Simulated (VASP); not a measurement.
A run of VASP 6.6.1:

The input INCAR:

```
SYSTEM = Be
PREC = Accurate ; ENCUT = 600
EDIFF = 1E-6 ; ISMEAR = 0
SIGMA = 0.15 ; LREAL = .FALSE.
LASPH = .TRUE. ; NELM = 120
ALGO = Normal ; ISIF = 2
LWAVE = .FALSE. ; LCHARG = .FALSE.
GGA = PE ; NBANDS = 9
GGA_COMPAT = .FALSE.
```

KPOINTS

```
Automatic mesh
0
G
  14 14 8
  0 0 0
```

File POSCAR:

```
Be
1.0
    2.2853000000      0.0000000000      0.0000000000
   -1.1426500000      1.9791278553      0.0000000000
    0.0000000000      0.0000000000      3.5842000000
Be
2
Direct
    0.3333333333      0.6666666667      0.2500000000
    0.6666666667      0.3333333333      0.7500000000
```

Potentials or basis: VASP PAW PBE potentials, release 64 (Be).

Command:

```sh
$ cat potpaw_PBE.64/Be/POTCAR > POTCAR
$ mpirun -np 1 vasp_std > vasp.out
```

Hardware: 1 thread of Intel(R) Xeon(R) Platinum 8259CL CPU @ 2.50GHz (Skylake/Cascade Lake), on a shared host.

Problem. How long does it take, and how much memory?

Solution. It took 10 s on 1 thread of Intel(R) Xeon(R) Platinum 8259CL CPU @ 2.50GHz (Skylake/Cascade Lake), with other jobs on the host, peak memory 0.13 GiB. Counts: scf iterations 9, k points 120.
